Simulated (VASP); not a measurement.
# Si7Ge (P-42m) in VASP: a series of runs, part 2 of 3

VASP 6.6.1. Earlier steps stand in the parts before.

**3. Single point, PBEsol (strain -0.0750 x Voigt [0, 1, 0, 0, 0, 0])**

INCAR reads:

```
PREC = Accurate ; ENCUT = 520
EDIFF = 1E-6 ; ISMEAR = 0
SIGMA = 0.03 ; LREAL = F
LASPH = T ; NELM = 60
ALGO = Normal ; ISIF = 2
LWAVE = F ; LCHARG = F
GGA = PS ; NBANDS = 31
```

KPOINTS reads:

```
regular mesh
0
Gamma
  6 6 6
```

POSCAR reads:

```
Si7Ge
1.0
    5.4591768144      0.0000000000      0.0000000000
    0.0000000000      5.0497385533      0.0000000000
    0.0000000000      0.0000000000      5.4591768144
Si Ge
7 1
Direct
    0.2525976817      0.2525976817      0.2525976817
    0.0000000000      0.5000000000      0.5000000000
    0.5000000000      0.5000000000      0.0000000000
    0.5000000000      0.0000000000      0.5000000000
    0.7474023183      0.2525976817      0.7474023183
    0.7474023183      0.7474023183      0.2525976817
    0.2525976817      0.7474023183      0.7474023183
    0.0000000000      0.0000000000      0.0000000000
```

Potentials or basis: VASP PAW PBE potentials, release 64 (Si, Ge_d).

The run is started by

```sh
$ cat potpaw_PBE.64/Si/POTCAR potpaw_PBE.64/Ge_d/POTCAR > POTCAR
$ mpirun -np 1 vasp_std > vasp.out
```

OUTCAR:

```text
PREC = Accurate
   ENCUT = 520
   EDIFF = 1E-6
   ISMEAR = 0
   LREAL = F
   LASPH = T
   NELM = 60
   ISIF = 2
   GGA = PS

 ion  position               nearest neighbor table
   1  0.253  0.253  0.253-   4 2.30   3 2.30   2 2.30   8 2.33
   2  0.000  0.500  0.500-   1 2.30   5 2.30   6 2.30   7 2.30
   3  0.500  0.500  0.000-   1 2.30   5 2.30   6 2.30   7 2.30
   4  0.500  0.000  0.500-   1 2.30   5 2.30   6 2.30   7 2.30
   5  0.747  0.253  0.747-   4 2.30   3 2.30   2 2.30   8 2.33
   6  0.747  0.747  0.253-   4 2.30   3 2.30   2 2.30   8 2.33
   7  0.253  0.747  0.747-   4 2.30   3 2.30   2 2.30   8 2.33
   8  0.000  0.000  0.000-   1 2.33   5 2.33   6 2.33   7 2.33

  LATTYP: Found a simple tetragonal cell.
 ALAT       =     5.4591768144
 C/A-ratio  =     0.9250000000

  Lattice vectors:

 A1 = (  -5.4591768144,   0.0000000000,   0.0000000000)
 A2 = (   0.0000000000,   0.0000000000,   5.4591768144)
 A3 = (   0.0000000000,   5.0497385533,   0.0000000000)

Analysis of symmetry for initial positions (statically):
=====================================================================
 Subroutine PRICEL returns:
 Original cell was already a primitive cell.

 Routine SETGRP: Setting up the symmetry group for a
 simple tetragonal supercell.

 Subroutine GETGRP returns: Found  8 space group operations
 (whereof  8 operations were pure point group operations)
 out of a pool of 16 trial point group operations.

The static configuration has the point symmetry D_2d.

Analysis of symmetry for dynamics (positions and initial velocities):
=====================================================================
 Subroutine PRICEL returns:
 Original cell was already a primitive cell.

 Routine SETGRP: Setting up the symmetry group for a
 simple tetragonal supercell.

 Subroutine GETGRP returns: Found  8 space group operations
 (whereof  8 operations were pure point group operations)
 out of a pool of 16 trial point group operations.

The dynamic configuration has the point symmetry D_2d.

 Subroutine INISYM returns: Found  8 space group operations
 (whereof  8 operations are pure point group operations),
 and found     1 'primitive' translations

----------------------------------------------------------------------------------------

                                     Primitive cell

  volume of cell :     150.4954

  direct lattice vectors                    reciprocal lattice vectors
     5.459176814  0.000000000  0.000000000     0.183177800  0.000000000  0.000000000
     0.000000000  5.049738553  0.000000000     0.000000000  0.198030054  0.000000000
     0.000000000  0.000000000  5.459176814     0.000000000  0.000000000  0.183177800

  length of vectors
     5.459176814  5.049738553  5.459176814     0.183177800  0.198030054  0.183177800

  position of ions in fractional coordinates (direct lattice)
     0.252597682  0.252597682  0.252597682
     0.000000000  0.500000000  0.500000000
     0.500000000  0.500000000  0.000000000
     0.500000000  0.000000000  0.500000000
     0.747402318  0.252597682  0.747402318
     0.747402318  0.747402318  0.252597682
     0.252597682  0.747402318  0.747402318
     0.000000000  0.000000000  0.000000000

  ion indices of the primitive-cell ions
[... 43 lines left out ...]
  0.166667  0.166667  0.000000      8.000000
[... 16 lines left out ...]
  0.166667  0.333333  0.166667      8.000000
  0.333333  0.333333  0.166667     16.000000
 [... further k-points ...]
   k-points           NKPTS =     40   k-points in BZ     NKDIM =     40   number of bands    NBANDS=     31
   number of dos      NEDOS =    301   number of ions     NIONS =      8
   total plane-waves  NPLWV =  70560
   dimension x,y,z NGX =    42 NGY =   40 NGZ =   42
   dimension x,y,z NGXF=    84 NGYF=   80 NGZF=   84
   ions per type =               7   1
   NGX,Y,Z   is equivalent  to a cutoff of  12.79, 13.17, 12.79 a.u.
   NGXF,Y,Z  is equivalent  to a cutoff of  25.58, 26.34, 25.58 a.u.
 SYSTEM =  unknown system
   PREC   = accura    normal or accurate (medium, high low for compatibility)
   ISTART =      0    job   : 0-new  1-cont  2-samecut
   ICHARG =      2    charge: 1-file 2-atom 10-const
   ISPIN  =      1    spin polarized calculation?
   LNONCOLLINEAR =      F non collinear calculations
   LSORBIT =      F    spin-orbit coupling
   LASPH  =      T    aspherical Exc in radial PAW
   ENCUT  =  520.0 eV  38.22 Ry    6.18 a.u.  10.15  9.39 10.15*2*pi/ulx,y,z
   NELM   =     60;   NELMIN=  2; NELMDL= -5     # of ELM steps
   EDIFF  = 0.1E-05   stopping-criterion for ELM
   LREAL  =      F    real-space projection
   EDIFFG = 0.1E-04   stopping-criterion for IOM
   NSW    =      0    number of steps for IOM
   IBRION =     -1    ionic relax: 0-MD 1-quasi-New 2-CG
   NFREE  =      0    steps in history (QN), initial steepest desc. (CG)
   ISIF   =      2    stress and relaxation
   ISYM   =      2    0-nonsym 1-usesym 2-fastsym
   POTIM  = 0.5000    time-step for ionic-motion
   TEBEG  =    0.0;   TEEND  =   0.0 temperature during run
   PSTRESS=    0.0 pullay stress
   NELECT =      42.0000    total number of electrons
   NUPDOWN=      -1.0000    fix difference up-down
   EMIN   =  10.00;   EMAX   =-10.00  energy-range for DOS
   EFERMI =   0.00;   METHOD = LEGACY
   ISMEAR =     0;   SIGMA  =   0.03  broadening in eV -4-tet -1-fermi 0-gaus
   EFERMI_NEDOS =   21; number of points for ismear=-14 and -15
   IALGO  =     38    algorithm
   IMIX   =      4    mixing-type and parameters
     AMIX     =   0.40;   BMIX     =  1.00
     AMIX_MAG =   1.60;   BMIX_MAG =  1.00
  volume/ion in A,a.u.               =      18.81       126.95
  Fermi-wavevector in a.u.,A,eV,Ry     =   1.069835  2.021695 15.572510  1.144547
  Thomas-Fermi vector in A             =   2.205527
   LORBIT       =      0    0 simple, 1 ext, 2 COOP (PROOUT), +10 PAW based schemes
   GGA     = PS    functional components
   LHFCALC =     F    Hartree Fock is set to
   AEXX    =    0.0000 exact exchange contribution
   IVDW    =     0    specifies the selected vdW correction
   LEPSILON=     F    determine dielectric tensor
   LRPA    =     F    only Hartree local field effects (RPA)
 non-spin polarized calculation
 Gauss-broadening in eV      SIGMA  =   0.03
  energy-cutoff  :      520.00
  volume of cell :      150.50
 maximum number of plane-waves:      4078
 NGX is ok and might be reduce to    42
   NGX = 21   NGY = 19   NGZ = 21

 number of electron      42.0000004 magnetization

 Free energy of the ion-electron system (eV)
  ---------------------------------------------------
  ext. energy  EPLUGINS =         0.00000000
  ---------------------------------------------------
  free energy    TOTEN  =       -44.67742110 eV

  energy without entropy =      -44.67658779  energy(sigma->0) =      -44.67700444

 E-fermi :   6.4939     XC(G=0):  -9.9590

 val. band max:        6.4910788908   @ k =   0.0000   0.3333   0.0000
 cond. band min:       6.5076644757   @ k =   0.0000   0.0000   0.0000
 fundamental gap:      0.0165855848
 Fermi energy:         6.4939305173

 k-point     1 :       0.0000    0.0000    0.0000
  band No.  band energies     occupation
      1     -17.7149      2.00000
      2     -17.7140      2.00000
      3     -17.7140      2.00000
      4     -17.6847      2.00000
      5     -17.6784      2.00000
      6      -6.1946      2.00000
[... 805 lines left out ...]
     30      11.2589      0.00000
     31      11.4609      0.00000

 [... further k-points ...]

------------------------ aborting loop because EDIFF is reached ----------------------------------------

  FORCE on cell =-STRESS in cart. coord.  units (eV):
  Direction    XX          YY          ZZ          XY          YZ          ZX
  --------------------------------------------------------------------------------------
  -------------------------------------------------------------------------------------
  Total        5.8608245     11.0072991      5.8608245     -0.0000000      0.0000000      0.0000000
  in kB       62.3944675    117.1839511     62.3944675     -0.0000000      0.0000000      0.0000000
  external PRESSURE =      80.6576287 kB  Pullay stress =       0.0000000 kB

 VOLUME and BASIS-vectors are now :
 -----------------------------------------------------------------------------
  energy-cutoff  :      520.00
  volume of cell :      150.50
      direct lattice vectors                 reciprocal lattice vectors
     5.459176814  0.000000000  0.000000000     0.183177800  0.000000000  0.000000000
     0.000000000  5.049738553  0.000000000     0.000000000  0.198030054  0.000000000
     0.000000000  0.000000000  5.459176814     0.000000000  0.000000000  0.183177800

 POSITION                                       TOTAL-FORCE (eV/Angst)
 -----------------------------------------------------------------------------------
      1.37898      1.27555      1.37898        -0.011738      0.026450     -0.011738
      0.00000      2.52487      2.72959        -0.000000      0.000000     -0.000000
      2.72959      2.52487      0.00000        -0.000000     -0.000000     -0.000000
      2.72959      0.00000      2.72959        -0.000000      0.000000     -0.000000
      4.08020      1.27555      4.08020         0.011738      0.026450      0.011738
      4.08020      3.77419      1.37898         0.011738     -0.026450     -0.011738
      1.37898      3.77419      4.08020        -0.011738     -0.026450      0.011738
      0.00000      0.00000      0.00000        -0.000000      0.000000     -0.000000
 -----------------------------------------------------------------------------------
    total drift:                                0.000000     -0.000000      0.000000

  FREE ENERGIE OF THE ION-ELECTRON SYSTEM (eV)
  ---------------------------------------------------
  free  energy   TOTEN  =       -44.6774210957 eV

  energy  without entropy=      -44.6765877897  energy(sigma->0) =      -44.67700444
```

Wall time 3.5 min (1 thread of Intel Xeon 8259CL, shared host); peak memory 0.35 GiB.

Results:

```yaml
Free_energy: -44.6774 eV
Pressure: 8.1 GPa
Largest_force: 0.031 eV/Å
Band_gap_on_the_k_mesh: zero (bands 21 and 22 overlap by 0.18 eV)
```

Forces in eV/Å, atoms in the order of the input:
```
Si  -0.012  0.026 -0.012
Si   0.000  0.000  0.000
Si   0.000  0.000  0.000
Si   0.000  0.000  0.000
Si   0.012  0.026  0.012
Si   0.012 -0.026 -0.012
Si  -0.012 -0.026  0.012
Ge   0.000  0.000  0.000
```

Levels at points of the mesh, in eV from the Fermi level:
```tsv
k point	band 17	band 18	band 19	band 20	band 21	band 22	band 23	band 24	band 25	band 26
(0.00, 0.00, 0.00)	-2.91	-2.88	-0.19	-0.19	-0.11	0.01	0.38	0.57	0.73	0.73
(0.50, 0.00, 0.00)	-3.74	-2.05	-1.97	-1.85	-1.78	1.07	1.26	2.93	2.94	3.65
(0.00, 0.50, 0.00)	-3.18	-2.45	-2.45	-2.35	-2.35	0.41	0.59	3.13	3.20	4.81
(0.50, 0.50, 0.00)	-4.27	-1.41	-1.28	-1.23	-1.21	2.51	2.52	2.62	2.78	4.26
(0.50, 0.00, 0.50)	-3.79	-2.01	-1.87	-1.84	-1.84	1.78	1.78	1.89	2.02	4.79
(0.50, 0.50, 0.50)	-1.63	-1.06	-0.96	-0.96	-0.81	1.03	1.41	1.41	1.56	2.78
```

Caveat: the cell differs from its parent crystal (strain -0.0750 x Voigt [0, 1, 0, 0, 0, 0]); the cell stands under pressure; semilocal functionals underestimate gaps, so a narrow gap can read as zero; the PAW data sets were made with another functional, which shifts forces and pressure a little.

**4. Single point, PBEsol (strain -0.0500 x Voigt [0, 1, 0, 0, 0, 0])**

INCAR reads:

```
SYSTEM = Si7Ge
PREC     = Accurate       ! precision mode
ENCUT    = 520            ! plane-wave cutoff, eV
EDIFF    = 1E-6           ! SCF threshold, eV
ISMEAR   = 0              ! smearing method
SIGMA    = 0.03           ! smearing width, eV
LREAL    = .FALSE.        ! projectors in reciprocal space
LASPH    = .TRUE.         ! aspherical terms in the spheres
NELM     = 60             ! most SCF steps
ALGO     = Normal         ! electronic algorithm
ISIF     = 2              ! what is computed and relaxed
LWAVE    = .FALSE.        ! write WAVECAR
LCHARG   = .FALSE.        ! write CHGCAR
GGA      = PS             ! functional
NBANDS   = 31             ! bands
```

KPOINTS reads:

```
Automatic mesh
0
G
  6 6 6
  0 0 0
```

POSCAR: that of step 3 with these lines changed.

```diff
@@ -3,3 +3,3 @@
     5.4591768144      0.0000000000      0.0000000000
-    0.0000000000      5.0497385533      0.0000000000
+    0.0000000000      5.1862179737      0.0000000000
     0.0000000000      0.0000000000      5.4591768144
```

Potentials or basis: VASP PAW PBE potentials, release 64 (Si, Ge_d).

The run is started by

```sh
$ cat potpaw_PBE.64/Si/POTCAR potpaw_PBE.64/Ge_d/POTCAR > POTCAR
$ mpirun -np 1 vasp_std > vasp.out
```

OUTCAR:

```text
SYSTEM = Si7Ge
   PREC = Accurate
   ENCUT = 520
   EDIFF = 1E-6
   ISMEAR = 0
   LREAL = .FALSE.
   LASPH = .TRUE.
   NELM = 60
   ISIF = 2
   GGA = PS

 ion  position               nearest neighbor table
   1  0.253  0.253  0.253-   4 2.32   3 2.32   2 2.32   8 2.35
   2  0.000  0.500  0.500-   1 2.32   5 2.32   6 2.32   7 2.32
   3  0.500  0.500  0.000-   1 2.32   5 2.32   6 2.32   7 2.32
   4  0.500  0.000  0.500-   1 2.32   5 2.32   6 2.32   7 2.32
   5  0.747  0.253  0.747-   4 2.32   3 2.32   2 2.32   8 2.35
   6  0.747  0.747  0.253-   4 2.32   3 2.32   2 2.32   8 2.35
   7  0.253  0.747  0.747-   4 2.32   3 2.32   2 2.32   8 2.35
   8  0.000  0.000  0.000-   1 2.35   5 2.35   6 2.35   7 2.35

  LATTYP: Found a simple tetragonal cell.
 ALAT       =     5.4591768144
 C/A-ratio  =     0.9500000000

  Lattice vectors:

 A1 = (  -5.4591768144,   0.0000000000,   0.0000000000)
 A2 = (   0.0000000000,   0.0000000000,   5.4591768144)
 A3 = (   0.0000000000,   5.1862179737,   0.0000000000)

Analysis of symmetry for initial positions (statically):
=====================================================================
 Subroutine PRICEL returns:
 Original cell was already a primitive cell.

 Routine SETGRP: Setting up the symmetry group for a
 simple tetragonal supercell.

 Subroutine GETGRP returns: Found  8 space group operations
 (whereof  8 operations were pure point group operations)
 out of a pool of 16 trial point group operations.

The static configuration has the point symmetry D_2d.

Analysis of symmetry for dynamics (positions and initial velocities):
=====================================================================
 Subroutine PRICEL returns:
 Original cell was already a primitive cell.

 Routine SETGRP: Setting up the symmetry group for a
 simple tetragonal supercell.

[... 138 lines left out ...]
  Fermi-wavevector in a.u.,A,eV,Ry     =   1.060367  2.003803 15.298096  1.124378
  Thomas-Fermi vector in A             =   2.195746
   LORBIT       =      0    0 simple, 1 ext, 2 COOP (PROOUT), +10 PAW based schemes
   GGA     = PS    functional components
   LHFCALC =     F    Hartree Fock is set to
   AEXX    =    0.0000 exact exchange contribution
   IVDW    =     0    specifies the selected vdW correction
   LEPSILON=     F    determine dielectric tensor
   LRPA    =     F    only Hartree local field effects (RPA)
 non-spin polarized calculation
 Gauss-broadening in eV      SIGMA  =   0.03
  energy-cutoff  :      520.00
  volume of cell :      154.56
 maximum number of plane-waves:      4220
 NGX is ok and might be reduce to    42
   NGX = 21   NGY = 19   NGZ = 21

 number of electron      42.0000020 magnetization

 Free energy of the ion-electron system (eV)
  ---------------------------------------------------
  ext. energy  EPLUGINS =         0.00000000
  ---------------------------------------------------
  free energy    TOTEN  =       -44.92705371 eV

  energy without entropy =      -44.92687192  energy(sigma->0) =      -44.92696282

 E-fermi :   6.2291     XC(G=0):  -9.8462

 val. band max:        6.1560262202   @ k =   0.1667   0.1667   0.0000
 cond. band min:       6.2307035181   @ k =   0.0000   0.1667   0.0000
 fundamental gap:      0.0746772979
 Fermi energy:         6.2291276832

 k-point     1 :       0.0000    0.0000    0.0000
  band No.  band energies     occupation
      1     -17.9667      2.00000
      2     -17.9667      2.00000
      3     -17.9666      2.00000
      4     -17.9385      2.00000
      5     -17.9338      2.00000
      6      -6.2833      2.00000
[... 805 lines left out ...]
     30      10.8185      0.00000
     31      11.2869      0.00000

 [... further k-points ...]

------------------------ aborting loop because EDIFF is reached ----------------------------------------

  FORCE on cell =-STRESS in cart. coord.  units (eV):
  Direction    XX          YY          ZZ          XY          YZ          ZX
  --------------------------------------------------------------------------------------
  -------------------------------------------------------------------------------------
  Total        3.6409268      7.5906610      3.6409268      0.0000000      0.0000000      0.0000000
  in kB       37.7413508     78.6837573     37.7413508      0.0000000      0.0000000      0.0000000
  external PRESSURE =      51.3888196 kB  Pullay stress =       0.0000000 kB

 VOLUME and BASIS-vectors are now :
 -----------------------------------------------------------------------------
  energy-cutoff  :      520.00
  volume of cell :      154.56
      direct lattice vectors                 reciprocal lattice vectors
     5.459176814  0.000000000  0.000000000     0.183177800  0.000000000  0.000000000
     0.000000000  5.186217974  0.000000000     0.000000000  0.192818737  0.000000000
     0.000000000  0.000000000  5.459176814     0.000000000  0.000000000  0.183177800

 POSITION                                       TOTAL-FORCE (eV/Angst)
 -----------------------------------------------------------------------------------
      1.37898      1.31003      1.37898        -0.013505      0.010231     -0.013505
      0.00000      2.59311      2.72959         0.000000     -0.000000      0.000000
      2.72959      2.59311      0.00000         0.000000     -0.000000      0.000000
      2.72959      0.00000      2.72959         0.000000     -0.000000      0.000000
      4.08020      1.31003      4.08020         0.013505      0.010231      0.013505
      4.08020      3.87619      1.37898         0.013505     -0.010231     -0.013505
      1.37898      3.87619      4.08020        -0.013505     -0.010231      0.013505
      0.00000      0.00000      0.00000         0.000000     -0.000000      0.000000
 -----------------------------------------------------------------------------------
    total drift:                                0.000000      0.000000     -0.000000

  FREE ENERGIE OF THE ION-ELECTRON SYSTEM (eV)
  ---------------------------------------------------
  free  energy   TOTEN  =       -44.9270537124 eV

  energy  without entropy=      -44.9268719190  energy(sigma->0) =      -44.92696282
```

OSZICAR:

```text
N       E                     dE             d eps       ncg     rms          rms(c)
DAV:   1     0.223971174661E+03    0.22397E+03   -0.17634E+04  3248   0.173E+03
DAV:   2    -0.107364997295E+02   -0.23471E+03   -0.22053E+03  2755   0.503E+02
DAV:   3    -0.443107931820E+02   -0.33574E+02   -0.32836E+02  2997   0.103E+02
DAV:   4    -0.458610769876E+02   -0.15503E+01   -0.15473E+01  3146   0.250E+01
DAV:   5    -0.459013059681E+02   -0.40229E-01   -0.40221E-01  3171   0.412E+00    0.102E+01
DAV:   6    -0.452225972737E+02    0.67871E+00   -0.32955E-01  2902   0.260E+00    0.608E+00
DAV:   7    -0.449244382650E+02    0.29816E+00   -0.60741E-01  2744   0.322E+00    0.415E-01
DAV:   8    -0.449265786954E+02   -0.21404E-02   -0.45269E-02  3251   0.161E+00    0.178E-01
DAV:   9    -0.449269537988E+02   -0.37510E-03   -0.21840E-03  3209   0.362E-01    0.114E-01
DAV:  10    -0.449270267193E+02   -0.72921E-04   -0.29262E-04  2930   0.885E-02    0.506E-02
DAV:  11    -0.449270535531E+02   -0.26834E-04   -0.46997E-05  3049   0.430E-02    0.618E-03
DAV:  12    -0.449270537124E+02   -0.15927E-06   -0.19150E-06  2703   0.101E-02
   1 F= -.44927054E+02 E0= -.44926963E+02  d E =-.181793E-03
```

It took 4.2 min on 1 thread of Intel Xeon 8259CL, shared host; peak memory 0.35 GiB.

What came out:

```
Free energy            : -44.9271 eV
Pressure               : 5.1 GPa
Largest force          : 0.022 eV/Å
Band gap on the k mesh : zero (bands 21 and 22 overlap by 0.03 eV)
```

Forces in eV/Å, atoms in the order of the input:
```
Si  -0.014  0.010 -0.014
Si   0.000  0.000  0.000
Si   0.000  0.000  0.000
Si   0.000  0.000  0.000
Si   0.014  0.010  0.014
Si   0.014 -0.010 -0.014
Si  -0.014 -0.010  0.014
Ge   0.000  0.000  0.000
```

Stress tensor (GPa, compression positive):
```
3.77 0.00 0.00
0.00 7.87 0.00
0.00 0.00 3.77
```

Caveat: the cell differs from its parent crystal (strain -0.0500 x Voigt [0, 1, 0, 0, 0, 0]); the cell stands under pressure; semilocal functionals underestimate gaps, so a narrow gap can read as zero; the PAW data sets were made with another functional, which shifts forces and pressure a little.

[end of part 2 of 3]
